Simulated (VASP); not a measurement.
# Pd3I (P1) in VASP: notebook, part 2 of 2

VASP 6.6.1.

## (4) Single point, r2SCAN

File POSCAR:

```
Pd3I
1.0
   -2.1469490000      2.1469490000      3.8759100000
    2.1469490000     -2.1469490000      3.8759100000
    2.1469490000      2.1469490000     -3.8759100000
I Pd
1 3
Direct
   -0.0042590000     -0.0032520000     -0.0084710000
    0.5020540000      0.5023260000      0.0010920000
    0.2436390000      0.7339870000      0.4839260000
    0.7476760000      0.2541000000      0.5039300000
```

File INCAR.step1:

```
SYSTEM = Pd3I
  PREC = Accurate
  ENCUT = 520
  ISMEAR = -1
  SIGMA = 0.01
  LREAL = .FALSE.
  LASPH = .TRUE.
  NELM = 60
  NBANDS = 26
  GGA = PE
  ALGO = Normal
  EDIFF = 1E-4
  LWAVE = .TRUE.
  LCHARG = .FALSE.
```

File INCAR.step2:

```
SYSTEM = Pd3I
  PREC = Accurate
  ENCUT = 520
  EDIFF = 1E-6
  ISMEAR = -1
  SIGMA = 0.01
  LREAL = .FALSE.
  LASPH = .TRUE.
  NELM = 60
  ALGO = Normal
  ISIF = 2
  LWAVE = .FALSE.
  LCHARG = .TRUE.
  METAGGA = R2SCAN
  LMIXTAU = .TRUE.
  LELF = .TRUE.
  LVHAR = .TRUE.
  NBANDS = 26
  ISTART = 1
```

File KPOINTS:

```
Automatic mesh
0
G
  5 5 6
  0 0 0
```

Started as:

```console
$ cat potpaw_PBE.64/I/POTCAR potpaw_PBE.64/Pd/POTCAR > POTCAR
$ cp INCAR.step1 INCAR
$ mpirun -np 1 vasp_std > vasp.out
$ cp INCAR.step2 INCAR
$ mpirun -np 1 vasp_std > vasp.out
```

Wall time 5 min (1 thread of Intel Xeon 6975P-C (Granite Rapids), shared host); peak memory 0.33 GiB.

The run converged. Its results:

- Free energy: -92.6200 eV
- Pressure: -2.0 GPa
- Largest force: 0.239 eV/Å
- Band gap on the k mesh: zero (an odd number of electrons rules out a gap without spin polarisation)

Forces in eV/Å, atoms in the order of the input:
```
I   -0.024 -0.022 -0.019
Pd  -0.036 -0.027 -0.139
Pd   0.219  0.048  0.083
Pd  -0.159  0.002  0.075
```

Stress tensor (GPa, compression positive):
```
-1.86  0.09 -0.15
 0.09 -1.85  0.16
-0.15  0.16 -2.23
```

Levels at points of the mesh, in eV from the Fermi level:
| k point | band 15 | band 16 | band 17 | band 18 | band 19 | band 20 | band 21 | band 22 | band 23 | band 24 |
| --- | --- | --- | --- | --- | --- | --- | --- | --- | --- | --- |
| (0.00, 0.00, 0.00) | -1.29 | -1.13 | -0.93 | -0.47 | -0.02 | 0.00 | 5.16 | 5.18 | 5.52 | 7.00 |
| (0.00, 0.00, 0.50) | -1.64 | -1.31 | -0.85 | -0.72 | -0.38 | 0.96 | 3.51 | 5.86 | 6.05 | 7.64 |

Caveat: the PAW data sets were made with another functional, which shifts forces and pressure a little; spin-orbit coupling is left out, which moves the levels of the heavy elements; an odd number of electrons without spin polarisation forces a metal; a magnetic or distorted state may lie lower.

## (5) Single point, r2SCAN

POSCAR is that of step 4.

File INCAR.step1:

```
  ALGO = Normal
  EDIFF = 1E-4
  ENCUT = 520
  GGA = PE
  ISMEAR = -1
  LASPH = True
  LCHARG = False
  LREAL = False
  LWAVE = True
  NBANDS = 26
  NELM = 80
  PREC = Accurate
  SIGMA = 0.005
```

File INCAR.step2:

```
  ALGO = Normal
  EDIFF = 1E-6
  ENCUT = 520
  ISIF = 2
  ISMEAR = -1
  ISTART = 1
  LASPH = True
  LCHARG = True
  LELF = True
  LMIXTAU = True
  LREAL = False
  LVHAR = True
  LWAVE = False
  METAGGA = R2SCAN
  NBANDS = 26
  NELM = 80
  PREC = Accurate
  SIGMA = 0.005
```

File KPOINTS:

```
k-points
0
Gamma
  5 5 6
```

Potentials or basis: VASP PAW PBE potentials, release 64 (I, Pd).

Started as:

```console
$ cat potpaw_PBE.64/I/POTCAR potpaw_PBE.64/Pd/POTCAR > POTCAR
$ cp INCAR.step1 INCAR
$ mpirun -np 1 vasp_std > vasp.out
$ cp INCAR.step2 INCAR
$ mpirun -np 1 vasp_std > vasp.out
```

OUTCAR:

```text
EDIFF = 1E-6
   ENCUT = 520
   ISIF = 2
   ISMEAR = -1
   ISTART = 1
   LASPH = True
   LREAL = False
   METAGGA = R2SCAN
   NELM = 80
   PREC = Accurate

 ion  position               nearest neighbor table
   1  0.996  0.997  0.992-   3 2.84   4 2.87   4 2.87   4 2.90   3 2.90   3 2.91   3 2.92   4 2.93
                             2 3.01   2 3.03   2 3.04   2 3.07
   2  0.502  0.502  0.001-   3 2.86   4 2.86   3 2.87   3 2.88   4 2.89   4 2.90   4 2.91   3 2.96
                             1 3.01   1 3.03   1 3.04   1 3.07
   3  0.244  0.734  0.484-   1 2.84   2 2.86   2 2.87   2 2.88   1 2.90   1 2.91   1 2.92   2 2.96
                             4 2.98   4 2.99   4 3.09   4 3.10
   4  0.748  0.254  0.504-   2 2.86   1 2.87   1 2.87   2 2.89   1 2.90   2 2.90   2 2.91   1 2.93
                             3 2.98   3 2.99   3 3.09   3 3.10

  LATTYP: Found a body centered tetragonal cell.
 ALAT       =     4.2938980000
 C/A-ratio  =     1.8053106990

  Lattice vectors:

 A1 = (  -2.1469490000,   2.1469490000,   3.8759100000)
 A2 = (   2.1469490000,  -2.1469490000,   3.8759100000)
 A3 = (   2.1469490000,   2.1469490000,  -3.8759100000)

Analysis of symmetry for initial positions (statically):
=====================================================================
 Subroutine PRICEL returns:
 Original cell was already a primitive cell.

 Routine SETGRP: Setting up the symmetry group for a
 body centered tetragonal supercell.

 Subroutine GETGRP returns: Found  1 space group operations
 (whereof  1 operations were pure point group operations)
 out of a pool of 16 trial point group operations.

The static configuration has the point symmetry C_1 .

Analysis of symmetry for dynamics (positions and initial velocities):
=====================================================================
 Subroutine PRICEL returns:
 Original cell was already a primitive cell.

 Routine SETGRP: Setting up the symmetry group for a
 body centered tetragonal supercell.

 Subroutine GETGRP returns: Found  1 space group operations
[... 150 lines left out ...]
  volume/ion in A,a.u.               =      17.87       120.56
  Fermi-wavevector in a.u.,A,eV,Ry     =   1.314568  2.484173 23.512076  1.728089
  Thomas-Fermi vector in A             =   2.444812
   LORBIT       =      0    0 simple, 1 ext, 2 COOP (PROOUT), +10 PAW based schemes
   METAGGA = R2SCAN    functional components
   LHFCALC =     F    Hartree Fock is set to
   AEXX    =    0.0000 exact exchange contribution
   IVDW    =     0    specifies the selected vdW correction
   LEPSILON=     F    determine dielectric tensor
   LRPA    =     F    only Hartree local field effects (RPA)
 non-spin polarized calculation
  energy-cutoff  :      520.00
  volume of cell :       71.46
 maximum number of plane-waves:      1956
 NGX is ok and might be reduce to    40
   NGX = 19   NGY = 19   NGZ = 19

 number of electron      37.0000000 magnetization

 Free energy of the ion-electron system (eV)
  ---------------------------------------------------
  ext. energy  EPLUGINS =         0.00000000
  ---------------------------------------------------
  free energy    TOTEN  =       -92.61962581 eV

  energy without entropy =      -92.61926887  energy(sigma->0) =      -92.61944734

 E-fermi :   9.5543     XC(G=0): -12.8117

 val. band max:        9.5530207217   @ k =  -0.0000  -0.2000   0.3333
 cond. band min:       9.5578786798   @ k =   0.0000   0.0000   0.0000
 fundamental gap:      0.0048579581
 Fermi energy:         9.5542603390

 k-point     1 :       0.0000    0.0000    0.0000
  band No.  band energies     occupation
      1      -6.0635      2.00000
      2       3.5320      2.00000
      3       3.7377      2.00000
      4       3.7471      2.00000
      5       5.1586      2.00000
      6       5.5610      2.00000
[... 685 lines left out ...]
     25      17.7041      0.00000
     26      19.3247      0.00000

 [... further k-points ...]

------------------------ aborting loop because EDIFF is reached ----------------------------------------

  FORCE on cell =-STRESS in cart. coord.  units (eV):
  Direction    XX          YY          ZZ          XY          YZ          ZX
  --------------------------------------------------------------------------------------
  -------------------------------------------------------------------------------------
  Total       -0.8164523     -0.8310606     -0.9948156      0.0438895      0.0804200     -0.0694039
  in kB      -18.3047699    -18.6322865    -22.3036561      0.9839982      1.8030085     -1.5560281
  external PRESSURE =     -19.7469042 kB  Pullay stress =       0.0000000 kB

 VOLUME and BASIS-vectors are now :
 -----------------------------------------------------------------------------
  energy-cutoff  :      520.00
  volume of cell :       71.46
      direct lattice vectors                 reciprocal lattice vectors
    -2.146949000  2.146949000  3.875910000     0.000000000  0.232888625  0.129001963
     2.146949000 -2.146949000  3.875910000     0.232888625  0.000000000  0.129001963
     2.146949000  2.146949000 -3.875910000     0.232888625  0.232888625  0.000000000

 POSITION                                       TOTAL-FORCE (eV/Angst)
 -----------------------------------------------------------------------------------
      2.13092      2.12660      3.87963        -0.024155     -0.022553     -0.019052
      0.00293      0.00176      3.88865        -0.036013     -0.026762     -0.139002
      2.09172     -0.01379      1.91354         0.221018      0.047175      0.080429
      0.02223      2.14159      1.92961        -0.160850      0.002140      0.077625
 -----------------------------------------------------------------------------------
    total drift:                               -0.000016     -0.000074      0.000038

  FREE ENERGIE OF THE ION-ELECTRON SYSTEM (eV)
  ---------------------------------------------------
  free  energy   TOTEN  =       -92.6196258115 eV

  energy  without entropy=      -92.6192688697  energy(sigma->0) =      -92.61944734
```

Run time: 6.4 min. Hardware: 1 thread of Intel Xeon 6975P-C (Granite Rapids), shared host; peak memory 0.33 GiB.

What came out:

```yaml
Free_energy: -92.6196 eV
Pressure: -2.0 GPa
Largest_force: 0.240 eV/Å
Band_gap_on_the_k_mesh: zero (an odd number of electrons rules out a gap without spin polarisation)
```

Forces on the atoms (eV/Å):
```
I   -0.024 -0.023 -0.019
Pd  -0.036 -0.027 -0.139
Pd   0.221  0.047  0.080
Pd  -0.161  0.002  0.078
```

Caveat: the PAW data sets were made with another functional, which shifts forces and pressure a little; spin-orbit coupling is left out, which moves the levels of the heavy elements; an odd number of electrons without spin polarisation forces a metal; a magnetic or distorted state may lie lower.

## (6) The runs side by side

```csv
smearing,gap on the mesh (eV),pressure (GPa),largest force (eV/Å)
fermi-dirac 0.05 eV,none,-1.9,0.23
fermi-dirac 0.025 eV,none,-2.0,0.24
fermi-dirac 0.01 eV,none,-2.0,0.24
fermi-dirac 0.005 eV,none,-2.0,0.24
```

Alike in all rows: task single point; level r2SCAN; potentials or basis VASP PAW PBE potentials, release 64 (I, Pd); no spin polarisation; cell as given; k mesh 5 × 5 × 6; cutoff (eV) 520.

Caveats: the PAW data sets were made with another functional, which shifts forces and pressure a little; spin-orbit coupling is left out, which moves the levels of the heavy elements; an odd number of electrons without spin polarisation forces a metal; a magnetic or distorted state may lie lower.

Absolute energies hang on the potentials; compare differences alone.

The gap in the log of VASP goes by the Fermi energy; the results here count the filled bands.